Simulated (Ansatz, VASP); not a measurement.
# Co in VASP and in Ansatz

```
CELL_PARAMETERS angstrom
2.42738 0.00000 0.00000
-1.21369 2.10217 0.00000
0.00000 0.00000 3.92305
ATOMIC_POSITIONS crystal
Co 0.33333 0.66667 0.25000
Co 0.66667 0.33333 0.75000
```

Alike in both runs: task single point; functional LDA; k mesh 15 × 15 × 8; occupations fermi-dirac, width 0.05 eV; collinear spin.

|  | VASP | Ansatz |
| --- | --- | --- |
| version | VASP 6.6.1 | Ansatz 0.2.0 |
| potentials or method | VASP PAW LDA potentials, release 64 (Co), cutoff 520 eV | plane waves (800 eV) with PAW, scalar-relativistic |
| valence electrons in the cell | 18 | 34 |

VASP gave:

| Property | Result |
| --- | --- |
| pressure (GPa) | -1.1 |
| traceless stress, the component that is largest in VASP (GPa) | -0.65 |
| net moment per atom (μB) | 1.49 |
| size of the moment on the site where the two differ most (μB) | 1.48 |

**Question.** Estimate Ansatz's values.

**Answer.** Pressure (GPa): 0.2; traceless stress, the component that is largest in VASP (GPa): -0.62; net moment per atom (μB): 1.52; size of the moment on the site where the two differ most (μB): 1.56.

Ansatz warns that its potentials were made for another functional, while VASP's fit it. LDA's correlation is that of Perdew and Zunger in VASP and of Perdew and Wang (1992) in Ansatz. Site moments also hang on the region over which each program counts them. VASP's potentials hold 18 valence electrons a cell and Ansatz's 34, so a difference there can come from the potentials and not from the codes.
